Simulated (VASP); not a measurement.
# Ta4O (P4/mmm) in VASP: a series of runs

Ta4O is run at these levels: PBEsol, PBEsol+D3(BJ), PBEsol+U; tasks: relaxation of cell and atoms, single point.

Everything below comes from runs of VASP 6.6.1. Logs are shortened: lines on timing, memory, paths and dates and some standing lists are left out, and cuts for length are marked.

## (1) The cell of the first run

Symmetry: P4/mmm, No. 123, tetragonal system. The conventional cell has a = 3.257 Å, b = 3.257 Å, c = 7.409 Å, α = 90.00°, β = 90.00°, γ = 90.00°. Ta (site symmetry 4/mmm) has 12 Ta at 2.81 to 3.26 Å within 3.7 Å. Ta (site symmetry 4mm) has 1 O at 2.10 Å within 2.8 Å. Within 3.0 Å of Ta (site symmetry 4/mmm) lie 4 O at 2.30 Å. O (site symmetry 4/mmm) has 6 Ta at 2.10 to 2.30 Å within 2.8 Å.

## (2) Relaxation of cell and atoms, PBEsol

Input file INCAR:

```
ALGO = Normal
EDIFF = 1E-6
EDIFFG = -0.01
ENCUT = 600
GGA = PS
IBRION = 2
ISIF = 3
ISMEAR = -1
LASPH = T
LCHARG = F
LREAL = F
LWAVE = F
NELM = 80
NSW = 60
PREC = Accurate
SIGMA = 0.05
```

Input file KPOINTS:

```
k-points
0
Gamma
  8 8 4
```

Input file POSCAR:

```
Ta4O
1.0
    3.2574970000      0.0000000000      0.0000000000
    0.0000000000      3.2574970000      0.0000000000
    0.0000000000      0.0000000000      7.4093410000
Ta O
4 1
Direct
    0.0000000000      0.0000000000      0.0000000000
    0.5000000000      0.5000000000      0.2168420000
    0.5000000000      0.5000000000      0.7831580000
    0.0000000000      0.0000000000      0.5000000000
    0.5000000000      0.5000000000      0.5000000000
```

Potentials or basis: VASP PAW PBE potentials, release 64 (Ta_pv, O).

Started as:

```console
$ cat potpaw_PBE.64/Ta_pv/POTCAR potpaw_PBE.64/O/POTCAR > POTCAR
$ mpirun -np 1 vasp_std > vasp.out
```

OUTCAR:

```text
EDIFF = 1E-6
   EDIFFG = -0.01
   ENCUT = 600
   GGA = PS
   IBRION = 2
   ISIF = 3
   ISMEAR = -1
   LASPH = T
   LREAL = F
   NELM = 80
   NSW = 60
   PREC = Accurate

 ion  position               nearest neighbor table
   1  0.000  0.000  0.000-   2 2.81   3 2.81   2 2.81   3 2.81   2 2.81   3 2.81   2 2.81   3 2.81

   2  0.500  0.500  0.217-   5 2.10   1 2.81   1 2.81   1 2.81   1 2.81   4 3.12   4 3.12   4 3.12
                             4 3.12   3 3.21
   3  0.500  0.500  0.783-   5 2.10   1 2.81   1 2.81   1 2.81   1 2.81   4 3.12   4 3.12   4 3.12
                             4 3.12   2 3.21
   4  0.000  0.000  0.500-   5 2.30   5 2.30   5 2.30   5 2.30   3 3.12   3 3.12   2 3.12   3 3.12
                             2 3.12   2 3.12   3 3.12   2 3.12
   5  0.500  0.500  0.500-   2 2.10   3 2.10   4 2.30   4 2.30   4 2.30   4 2.30

  LATTYP: Found a simple tetragonal cell.
 ALAT       =     3.2574970000
 C/A-ratio  =     2.2745503680

  Lattice vectors:

 A1 = (   3.2574970000,   0.0000000000,   0.0000000000)
 A2 = (   0.0000000000,   3.2574970000,   0.0000000000)
 A3 = (   0.0000000000,   0.0000000000,   7.4093410000)

Analysis of symmetry for initial positions (statically):
=====================================================================
 Subroutine PRICEL returns:
 Original cell was already a primitive cell.

 Routine SETGRP: Setting up the symmetry group for a
 simple tetragonal supercell.

 Subroutine GETGRP returns: Found 16 space group operations
 (whereof 16 operations were pure point group operations)
 out of a pool of 16 trial point group operations.

The static configuration has the point symmetry D_4h.

Analysis of symmetry for dynamics (positions and initial velocities):
=====================================================================
 Subroutine PRICEL returns:
 Original cell was already a primitive cell.

 Routine SETGRP: Setting up the symmetry group for a
 simple tetragonal supercell.

 Subroutine GETGRP returns: Found 16 space group operations
 (whereof 16 operations were pure point group operations)
 out of a pool of 16 trial point group operations.

The dynamic configuration has the point symmetry D_4h.

 Subroutine INISYM returns: Found 16 space group operations
 (whereof 16 operations are pure point group operations),
 and found     1 'primitive' translations

----------------------------------------------------------------------------------------

                                     Primitive cell

  volume of cell :      78.6226

  direct lattice vectors                    reciprocal lattice vectors
     3.257497000  0.000000000  0.000000000     0.306984166  0.000000000  0.000000000
     0.000000000  3.257497000  0.000000000     0.000000000  0.306984166  0.000000000
     0.000000000  0.000000000  7.409341000     0.000000000  0.000000000  0.134964769

  length of vectors
     3.257497000  3.257497000  7.409341000     0.306984166  0.306984166  0.134964769

  position of ions in fractional coordinates (direct lattice)
     0.000000000  0.000000000  0.000000000
     0.500000000  0.500000000  0.216842000
     0.500000000  0.500000000  0.783158000
     0.000000000  0.000000000  0.500000000
     0.500000000  0.500000000  0.500000000

  ion indices of the primitive-cell ions
   primitive index   ion index
                 1           1
                 2           2
                 3           3
                 4           4
                 5           5

----------------------------------------------------------------------------------------

 KPOINTS: k-points

Automatic generation of k-mesh.
 Grid dimensions read from file:
 generate k-points for:    8    8    4

 Generating k-lattice:

  Cartesian coordinates                     Fractional coordinates (reciprocal lattice)
     0.038373021  0.000000000  0.000000000     0.125000000  0.000000000  0.000000000
     0.000000000  0.038373021  0.000000000     0.000000000  0.125000000  0.000000000
     0.000000000  0.000000000  0.033741192     0.000000000  0.000000000  0.250000000

  Length of vectors
     0.038373021  0.038373021  0.033741192

  Shift w.r.t. Gamma in fractional coordinates (k-lattice)
     0.000000000  0.000000000  0.000000000

 Subroutine IBZKPT returns following result:
 ===========================================

 Found     45 irreducible k-points:

 Following reciprocal coordinates:
            Coordinates               Weight
  0.000000  0.000000  0.000000      1.000000
  0.125000  0.000000  0.000000      4.000000
  0.250000  0.000000  0.000000      4.000000
  0.375000  0.000000  0.000000      4.000000
  0.500000  0.000000  0.000000      2.000000
  0.125000  0.125000  0.000000      4.000000
[... 16 lines left out ...]
  0.375000  0.125000  0.250000     16.000000
  0.500000  0.125000  0.250000      8.000000
 [... further k-points ...]
   k-points           NKPTS =     45   k-points in BZ     NKDIM =     45   number of bands    NBANDS=     30
   number of dos      NEDOS =    301   number of ions     NIONS =      5
   total plane-waves  NPLWV =  47040
   dimension x,y,z NGX =    28 NGY =   28 NGZ =   60
   dimension x,y,z NGXF=    56 NGYF=   56 NGZF=  120
   ions per type =               4   1
   NGX,Y,Z   is equivalent  to a cutoff of  14.29, 14.29, 13.46 a.u.
   NGXF,Y,Z  is equivalent  to a cutoff of  28.58, 28.58, 26.92 a.u.
 SYSTEM =  unknown system
   PREC   = accura    normal or accurate (medium, high low for compatibility)
   ISTART =      0    job   : 0-new  1-cont  2-samecut
   ICHARG =      2    charge: 1-file 2-atom 10-const
   ISPIN  =      1    spin polarized calculation?
   LNONCOLLINEAR =      F non collinear calculations
   LSORBIT =      F    spin-orbit coupling
   LASPH  =      T    aspherical Exc in radial PAW
   ENCUT  =  600.0 eV  44.10 Ry    6.64 a.u.   6.51  6.51 14.80*2*pi/ulx,y,z
   NELM   =     80;   NELMIN=  2; NELMDL= -5     # of ELM steps
   EDIFF  = 0.1E-05   stopping-criterion for ELM
   LREAL  =      F    real-space projection
   EDIFFG = -.1E-01   stopping-criterion for IOM
   NSW    =     60    number of steps for IOM
   IBRION =      2    ionic relax: 0-MD 1-quasi-New 2-CG
   NFREE  =      1    steps in history (QN), initial steepest desc. (CG)
   ISIF   =      3    stress and relaxation
   ISYM   =      2    0-nonsym 1-usesym 2-fastsym
   POTIM  = 0.5000    time-step for ionic-motion
   TEBEG  =    0.0;   TEEND  =   0.0 temperature during run
   PSTRESS=    0.0 pullay stress
   NELECT =      50.0000    total number of electrons
   NUPDOWN=      -1.0000    fix difference up-down
   EMIN   =  10.00;   EMAX   =-10.00  energy-range for DOS
   EFERMI =   0.00;   METHOD = LEGACY
   ISMEAR =    -1;   SIGMA  =   0.05  broadening in eV -4-tet -1-fermi 0-gaus
   EFERMI_NEDOS =   21; number of points for ismear=-14 and -15
   IALGO  =     38    algorithm
   IMIX   =      4    mixing-type and parameters
     AMIX     =   0.40;   BMIX     =  1.00
     AMIX_MAG =   1.60;   BMIX_MAG =  1.00
  volume/ion in A,a.u.               =      15.72       106.11
  Fermi-wavevector in a.u.,A,eV,Ry     =   1.407826  2.660405 26.966391  1.981974
  Thomas-Fermi vector in A             =   2.530046
   LORBIT       =      0    0 simple, 1 ext, 2 COOP (PROOUT), +10 PAW based schemes
   GGA     = PS    functional components
   LHFCALC =     F    Hartree Fock is set to
   AEXX    =    0.0000 exact exchange contribution
   IVDW    =     0    specifies the selected vdW correction
   LEPSILON=     F    determine dielectric tensor
   LRPA    =     F    only Hartree local field effects (RPA)
 conjugate gradient relaxation of ions
 non-spin polarized calculation
  energy-cutoff  :      600.00
  volume of cell :       78.62
 maximum number of plane-waves:      2653
 NGX is ok and might be reduce to    28
   NGX = 13   NGY = 13   NGZ = 29

--------------------------------------- Ionic step        1  -------------------------------------------

 number of electron      50.0000006 magnetization

 Free energy of the ion-electron system (eV)
  ---------------------------------------------------
  ext. energy  EPLUGINS =         0.00000000
  ---------------------------------------------------
  free energy    TOTEN  =       -58.50531484 eV

  energy without entropy =      -58.48734269  energy(sigma->0) =      -58.49632877

------------------------ aborting loop because EDIFF is reached ----------------------------------------

  FORCE on cell =-STRESS in cart. coord.  units (eV):
  Direction    XX          YY          ZZ          XY          YZ          ZX
  --------------------------------------------------------------------------------------
  -------------------------------------------------------------------------------------
  Total       -3.7617226     -3.7617226     -3.9663966      0.0000000      0.0000000      0.0000000
  in kB      -76.6566291    -76.6566291    -80.8274900      0.0000000      0.0000000      0.0000000
  external PRESSURE =     -78.0469160 kB  Pullay stress =       0.0000000 kB
[... 98 lines left out ...]
  FREE ENERGIE OF THE ION-ELECTRON SYSTEM (eV)
  ---------------------------------------------------
  free  energy   TOTEN  =       -58.5740081321 eV

  energy  without entropy=      -58.5570708545  energy(sigma->0) =      -58.56553949

[... ionic steps 4 to 8 ...]

--------------------------------------- Ionic step        9  -------------------------------------------

 number of electron      50.0000002 magnetization

------------------------ aborting loop because EDIFF is reached ----------------------------------------

  FORCE on cell =-STRESS in cart. coord.  units (eV):
  Direction    XX          YY          ZZ          XY          YZ          ZX
  --------------------------------------------------------------------------------------
  -------------------------------------------------------------------------------------
  Total       -0.0508500     -0.0508500     -0.0268163      0.0000000      0.0000000      0.0000000
  in kB       -1.0742666     -1.0742666     -0.5665258      0.0000000      0.0000000      0.0000000
  external PRESSURE =      -0.9050197 kB  Pullay stress =       0.0000000 kB
[... 63 lines left out ...]
  energy  without entropy=      -58.5590149357  energy(sigma->0) =      -58.56732945

--------------------------------------- Ionic step       11  -------------------------------------------

 number of electron      50.0000002 magnetization

 Free energy of the ion-electron system (eV)
  ---------------------------------------------------
  ext. energy  EPLUGINS =         0.00000000
  ---------------------------------------------------
  free energy    TOTEN  =       -58.57567474 eV

  energy without entropy =      -58.55895686  energy(sigma->0) =      -58.56731580

 E-fermi :   6.5891     XC(G=0): -12.9203

 val. band max:        6.5738506999   @ k =   0.5000   0.2500   0.0000
 cond. band min:       6.6414618831   @ k =   0.3750   0.1250   0.2500
 fundamental gap:      0.0676111832
 Fermi energy:         6.5890790788

 k-point     1 :       0.0000    0.0000    0.0000
  band No.  band energies     occupation
      1     -28.9751      2.00000
      2     -28.9751      2.00000
      3     -28.5818      2.00000
      4     -27.9591      2.00000
      5     -27.8287      2.00000
      6     -27.5957      2.00000
[... 781 lines left out ...]
     29       8.9405      0.00000
     30       9.3217      0.00000

 [... further k-points ...]
[... 5 lines left out ...]
  --------------------------------------------------------------------------------------
  -------------------------------------------------------------------------------------
  Total       -0.0056125     -0.0056125      0.0279927      0.0000000      0.0000000      0.0000000
  in kB       -0.1186094     -0.1186094      0.5915665      0.0000000      0.0000000      0.0000000
  external PRESSURE =       0.1181159 kB  Pullay stress =       0.0000000 kB
[... 20 lines left out ...]
  FREE ENERGIE OF THE ION-ELECTRON SYSTEM (eV)
  ---------------------------------------------------
  free  energy   TOTEN  =       -58.5756747352 eV

  energy  without entropy=      -58.5589568619  energy(sigma->0) =      -58.56731580

 reached required accuracy - stopping structural energy minimisation
```

It took 5 min on 1 thread of Intel Xeon 6975P-C (Granite Rapids), shared host; peak memory 0.28 GiB.

What came out:

* Free energy: -58.5757 eV
* Relaxed volume: 15.16 Å³/atom
* Relaxed cell: a = 3.213 Å, b = 3.213 Å, c = 7.345 Å, α = 90.00°, β = 90.00°, γ = 90.00°
* Space group after relaxing (to 0.05 Å): P4/mmm (No. 123)
* Energy gained by relaxing: 14.1 meV/atom
* Ionic steps: 11
* Pressure after relaxing: 0.0 GPa
* Band gap on the k mesh: zero (band 25 reaches 6.95 eV, above the bottom of band 26 at 6.10 eV)

The path:
| step | energy change (eV) | largest force (eV/Å) | pressure (GPa) | volume (Å³) |
| --- | --- | --- | --- | --- |
| 1 | 0.0000 | 0.0116 | -7.80 | 78.62 |
| 2 | 0.2935 | 0.3930 | 21.85 | 70.22 |
| 3 | -0.0687 | 0.1004 | -0.27 | 75.97 |
| 4 | -0.0687 | 0.1024 | -0.06 | 75.90 |
| 5 | -0.0687 | 0.1042 | 0.12 | 75.84 |
| 6 | -0.0702 | 0.0521 | 0.18 | 75.75 |
| 7 | -0.0703 | 0.0263 | 0.17 | 75.77 |
| 8 | -0.0703 | 0.0137 | -0.30 | 75.91 |
| 9 | -0.0703 | 0.0203 | -0.09 | 75.84 |
| 10 | -0.0703 | 0.0200 | -0.06 | 75.83 |
| 11 | -0.0704 | 0.0016 | 0.01 | 75.81 |

Final structure:
```cif
data_structure
_symmetry_space_group_name_H-M 'P 1'
_symmetry_Int_Tables_number 1
_cell_length_a 3.2128
_cell_length_b 3.2128
_cell_length_c 7.3447
_cell_angle_alpha 90.000
_cell_angle_beta 90.000
_cell_angle_gamma 90.000
_cell_volume 75.81
loop_
_atom_site_label
_atom_site_type_symbol
_atom_site_fract_x
_atom_site_fract_y
_atom_site_fract_z
_atom_site_occupancy
Ta1 Ta 0.00000 0.00000 0.00000 1
Ta2 Ta 0.50000 0.50000 0.21651 1
Ta3 Ta 0.50000 0.50000 0.78349 1
Ta4 Ta 0.00000 0.00000 0.50000 1
O1 O 0.50000 0.50000 0.50000 1
```

Levels at points of the mesh, in eV from the Fermi level:
| k point | band 23 | band 24 | band 25 | band 26 | band 27 | band 28 |
| --- | --- | --- | --- | --- | --- | --- |
| (0.00, 0.00, 0.00) | -0.52 | -0.52 | -0.15 | 0.48 | 1.07 | 1.07 |
| (0.50, 0.00, 0.00) | -0.98 | -0.68 | 0.18 | 0.92 | 0.95 | 1.46 |
| (0.50, 0.50, 0.00) | -1.54 | -0.64 | -0.64 | 1.75 | 2.43 | 2.91 |
| (0.00, 0.00, 0.50) | -0.58 | -0.58 | 0.21 | 0.69 | 0.69 | 0.74 |
| (0.50, 0.00, 0.50) | -1.07 | -0.58 | -0.45 | 1.03 | 1.38 | 1.54 |
| (0.50, 0.50, 0.50) | -1.79 | 0.14 | 0.14 | 1.75 | 1.98 | 1.98 |

Caveat: the PAW data sets were made with another functional, which shifts forces and pressure a little; spin-orbit coupling is left out, which moves the levels of the heavy elements.

(Continued in part 2 of 2.)
